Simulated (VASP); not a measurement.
# GaN (P6_3mc) in VASP: further runs, part 2 of 3

VASP 6.6.1. Earlier steps stand in the parts before.

**3. Single point, PBEsol**

This run uses another cell than the first one, of 11.26 Å³/atom, 1.010 times its volume.

Input file INCAR:

```
SYSTEM = GaN
PREC     = Accurate       ! precision mode
ENCUT    = 520            ! plane-wave cutoff, eV
EDIFF    = 1E-7           ! SCF threshold, eV
ISMEAR   = 0              ! smearing method
SIGMA    = 0.01           ! smearing width, eV
LREAL    = .FALSE.        ! projectors in reciprocal space
LASPH    = .TRUE.         ! aspherical terms in the spheres
NELM     = 60             ! most SCF steps
ALGO     = Normal         ! electronic algorithm
ISIF     = 2              ! what is computed and relaxed
LWAVE    = .FALSE.        ! write WAVECAR
LCHARG   = .TRUE.         ! write CHGCAR
GGA      = PS             ! functional
LELF     = .TRUE.         ! ELF
LVHAR    = .TRUE.       
NBANDS   = 26             ! bands
```

Input file KPOINTS:

```
Automatic mesh
0
G
  8 8 4
  0 0 0
```

Input file POSCAR:

```
GaN
1.0
    3.1717443493      0.0000000000      0.0000000000
   -1.5858721746      2.7468111808      0.0000000000
    0.0000000000      0.0000000000      5.1677775746
Ga N
2 2
Direct
    0.3333333333      0.6666666667     -0.0007980656
    0.6666666667      0.3333333333      0.4992019344
    0.3333333333      0.6666666667      0.3757980656
    0.6666666667      0.3333333333      0.8757980656
```

Potentials or basis: VASP PAW PBE potentials, release 64 (Ga_d, N).

Run with:

```
> cat potpaw_PBE.64/Ga_d/POTCAR potpaw_PBE.64/N/POTCAR > POTCAR
> mpirun -np 1 vasp_std > vasp.out
```

OUTCAR:

```text
SYSTEM = GaN
   PREC = Accurate
   ENCUT = 520
   EDIFF = 1E-7
   ISMEAR = 0
   LREAL = .FALSE.
   LASPH = .TRUE.
   NELM = 60
   ISIF = 2
   GGA = PS

 ion  position               nearest neighbor table
   1  0.333  0.667  0.999-   4 1.94   4 1.94   4 1.94   3 1.95
   2  0.667  0.333  0.499-   3 1.94   3 1.94   3 1.94   4 1.95
   3  0.333  0.667  0.376-   2 1.94   2 1.94   2 1.94   1 1.95
   4  0.667  0.333  0.876-   1 1.94   1 1.94   1 1.94   2 1.95

  LATTYP: Found a hexagonal cell.
 ALAT       =     3.1717443493
 C/A-ratio  =     1.6293171850

  Lattice vectors:

 A1 = (   3.1717443493,   0.0000000000,   0.0000000000)
 A2 = (  -1.5858721746,   2.7468111808,   0.0000000000)
 A3 = (   0.0000000000,   0.0000000000,   5.1677775746)

Analysis of symmetry for initial positions (statically):
=====================================================================
 Subroutine PRICEL returns:
 Original cell was already a primitive cell.

 Routine SETGRP: Setting up the symmetry group for a
 hexagonal supercell.

 Subroutine GETGRP returns: Found 12 space group operations
 (whereof  6 operations were pure point group operations)
 out of a pool of 24 trial point group operations.

The static configuration has the point symmetry C_3v.
 The point group associated with its full space group is C_6v.

Analysis of symmetry for dynamics (positions and initial velocities):
=====================================================================
 Subroutine PRICEL returns:
 Original cell was already a primitive cell.

 Routine SETGRP: Setting up the symmetry group for a
 hexagonal supercell.

 Subroutine GETGRP returns: Found 12 space group operations
 (whereof  6 operations were pure point group operations)
 out of a pool of 24 trial point group operations.

The dynamic configuration has the point symmetry C_3v.
 The point group associated with its full space group is C_6v.

 Subroutine INISYM returns: Found 12 space group operations
 (whereof  6 operations are pure point group operations),
 and found     1 'primitive' translations

----------------------------------------------------------------------------------------

                                     Primitive cell

  volume of cell :      45.0226

  direct lattice vectors                    reciprocal lattice vectors
     3.171744349  0.000000000  0.000000000     0.315283923  0.182029258  0.000000000
    -1.585872175  2.746811181  0.000000000     0.000000000  0.364058515  0.000000000
     0.000000000  0.000000000  5.167777575     0.000000000  0.000000000  0.193506780

  length of vectors
     3.171744349  3.171744349  5.167777575     0.364058515  0.364058515  0.193506780

  position of ions in fractional coordinates (direct lattice)
     0.333333333  0.666666667  0.999201934
     0.666666667  0.333333333  0.499201934
     0.333333333  0.666666667  0.375798066
     0.666666667  0.333333333  0.875798066

  ion indices of the primitive-cell ions
   primitive index   ion index
                 1           1
                 2           2
                 3           3
                 4           4

----------------------------------------------------------------------------------------

 KPOINTS: Automatic mesh

Automatic generation of k-mesh.
 Grid dimensions read from file:
 generate k-points for:    8    8    4

 Generating k-lattice:

  Cartesian coordinates                     Fractional coordinates (reciprocal lattice)
     0.039410490  0.022753657  0.000000000     0.125000000 -0.000000000  0.000000000
     0.000000000  0.045507314  0.000000000     0.000000000  0.125000000  0.000000000
     0.000000000  0.000000000  0.048376695     0.000000000  0.000000000  0.250000000

  Length of vectors
     0.045507314  0.045507314  0.048376695

  Shift w.r.t. Gamma in fractional coordinates (k-lattice)
     0.000000000  0.000000000  0.000000000

 Subroutine IBZKPT returns following result:
 ===========================================

 Found     30 irreducible k-points:

 Following reciprocal coordinates:
            Coordinates               Weight
  0.000000  0.000000  0.000000      1.000000
  0.125000  0.000000  0.000000      6.000000
  0.250000  0.000000  0.000000      6.000000
  0.375000  0.000000  0.000000      6.000000
  0.500000  0.000000  0.000000      3.000000
  0.125000  0.125000  0.000000      6.000000
[... 16 lines left out ...]
  0.250000  0.000000  0.500000      6.000000
  0.375000  0.000000  0.500000      6.000000
 [... further k-points ...]
   k-points           NKPTS =     30   k-points in BZ     NKDIM =     30   number of bands    NBANDS=     26
   number of dos      NEDOS =    301   number of ions     NIONS =      4
   total plane-waves  NPLWV =  23040
   dimension x,y,z NGX =    24 NGY =   24 NGZ =   40
   dimension x,y,z NGXF=    48 NGYF=   48 NGZF=   80
   ions per type =               2   2
   NGX,Y,Z   is equivalent  to a cutoff of  12.58, 12.58, 12.87 a.u.
   NGXF,Y,Z  is equivalent  to a cutoff of  25.16, 25.16, 25.74 a.u.
 SYSTEM =  GaN
   PREC   = accura    normal or accurate (medium, high low for compatibility)
   ISTART =      0    job   : 0-new  1-cont  2-samecut
   ICHARG =      2    charge: 1-file 2-atom 10-const
   ISPIN  =      1    spin polarized calculation?
   LNONCOLLINEAR =      F non collinear calculations
   LSORBIT =      F    spin-orbit coupling
   LASPH  =      T    aspherical Exc in radial PAW
   ENCUT  =  520.0 eV  38.22 Ry    6.18 a.u.   5.90  5.90  9.61*2*pi/ulx,y,z
   NELM   =     60;   NELMIN=  2; NELMDL= -5     # of ELM steps
   EDIFF  = 0.1E-06   stopping-criterion for ELM
   LREAL  =      F    real-space projection
   EDIFFG = 0.1E-05   stopping-criterion for IOM
   NSW    =      0    number of steps for IOM
   IBRION =     -1    ionic relax: 0-MD 1-quasi-New 2-CG
   NFREE  =      0    steps in history (QN), initial steepest desc. (CG)
   ISIF   =      2    stress and relaxation
   ISYM   =      2    0-nonsym 1-usesym 2-fastsym
   POTIM  = 0.5000    time-step for ionic-motion
   TEBEG  =    0.0;   TEEND  =   0.0 temperature during run
   PSTRESS=    0.0 pullay stress
   NELECT =      36.0000    total number of electrons
   NUPDOWN=      -1.0000    fix difference up-down
   EMIN   =  10.00;   EMAX   =-10.00  energy-range for DOS
   EFERMI =   0.00;   METHOD = LEGACY
   ISMEAR =     0;   SIGMA  =   0.01  broadening in eV -4-tet -1-fermi 0-gaus
   EFERMI_NEDOS =   21; number of points for ismear=-14 and -15
   IALGO  =     38    algorithm
   IMIX   =      4    mixing-type and parameters
     AMIX     =   0.40;   BMIX     =  1.00
     AMIX_MAG =   1.60;   BMIX_MAG =  1.00
  volume/ion in A,a.u.               =      11.26        75.96
  Fermi-wavevector in a.u.,A,eV,Ry     =   1.519493  2.871426 31.413938  2.308859
  Thomas-Fermi vector in A             =   2.628471
   LORBIT       =      0    0 simple, 1 ext, 2 COOP (PROOUT), +10 PAW based schemes
   GGA     = PS    functional components
   LHFCALC =     F    Hartree Fock is set to
   AEXX    =    0.0000 exact exchange contribution
   IVDW    =     0    specifies the selected vdW correction
   LEPSILON=     F    determine dielectric tensor
   LRPA    =     F    only Hartree local field effects (RPA)
 non-spin polarized calculation
 Gauss-broadening in eV      SIGMA  =   0.01
  energy-cutoff  :      520.00
  volume of cell :       45.02
 maximum number of plane-waves:      1232
 NGX is ok and might be reduce to    24
   NGX = 11   NGY = 11   NGZ = 19

 number of electron      36.0000010 magnetization

 Free energy of the ion-electron system (eV)
  ---------------------------------------------------
  ext. energy  EPLUGINS =         0.00000000
  ---------------------------------------------------
  free energy    TOTEN  =       -26.26557835 eV

  energy without entropy =      -26.26557835  energy(sigma->0) =      -26.26557835

 E-fermi :   5.3961     XC(G=0): -11.9835

 val. band max:        5.3492139141   @ k =   0.0000   0.0000   0.0000
 cond. band min:       7.3109375743   @ k =   0.0000   0.0000   0.0000
 fundamental gap:      1.9617236602
 Fermi energy:         5.3960940057

 k-point     1 :       0.0000    0.0000    0.0000
  band No.  band energies     occupation
      1     -10.7578      2.00000
      2      -9.7546      2.00000
      3      -8.0656      2.00000
      4      -8.0494      2.00000
      5      -8.0494      2.00000
      6      -7.9846      2.00000
[... 685 lines left out ...]
     25      17.4782      0.00000
     26      17.4782      0.00000

 [... further k-points ...]

------------------------ aborting loop because EDIFF is reached ----------------------------------------

  FORCE on cell =-STRESS in cart. coord.  units (eV):
  Direction    XX          YY          ZZ          XY          YZ          ZX
  --------------------------------------------------------------------------------------
  -------------------------------------------------------------------------------------
  Total        0.4891872      0.4891872      0.4941021      0.0000000      0.0000000      0.0000000
  in kB       17.4082392     17.4082392     17.5831411      0.0000000      0.0000000      0.0000000
  external PRESSURE =      17.4665398 kB  Pullay stress =       0.0000000 kB

 VOLUME and BASIS-vectors are now :
 -----------------------------------------------------------------------------
  energy-cutoff  :      520.00
  volume of cell :       45.02
      direct lattice vectors                 reciprocal lattice vectors
     3.171744349  0.000000000  0.000000000     0.315283923  0.182029258  0.000000000
    -1.585872175  2.746811181  0.000000000     0.000000000  0.364058515  0.000000000
     0.000000000  0.000000000  5.167777575     0.000000000  0.000000000  0.193506780

 POSITION                                       TOTAL-FORCE (eV/Angst)
 -----------------------------------------------------------------------------------
     -0.00000      1.83121      5.16365        -0.000000      0.000000      0.001004
      1.58587      0.91560      2.57976         0.000000     -0.000000      0.001004
     -0.00000      1.83121      1.94204         0.000000     -0.000000     -0.001004
      1.58587      0.91560      4.52593        -0.000000      0.000000     -0.001004
 -----------------------------------------------------------------------------------
    total drift:                               -0.000001     -0.000001     -0.000040

  FREE ENERGIE OF THE ION-ELECTRON SYSTEM (eV)
  ---------------------------------------------------
  free  energy   TOTEN  =       -26.2655783456 eV

  energy  without entropy=      -26.2655783456  energy(sigma->0) =      -26.26557835
```

Run time: 24 s. Hardware: 1 thread of Intel Xeon Platinum 8488C (Sapphire Rapids), shared host; peak memory 0.17 GiB.

What came out:

```yaml
Free_energy: -26.2656 eV
Pressure: 1.7 GPa
Band_gap_on_the_k_mesh: 1.96 eV, direct
```

Caveat: the PAW data sets were made with another functional, which shifts forces and pressure a little. A hybrid or GW would open this gap; PBEsol tends to underestimate it.

[end of part 2 of 3]
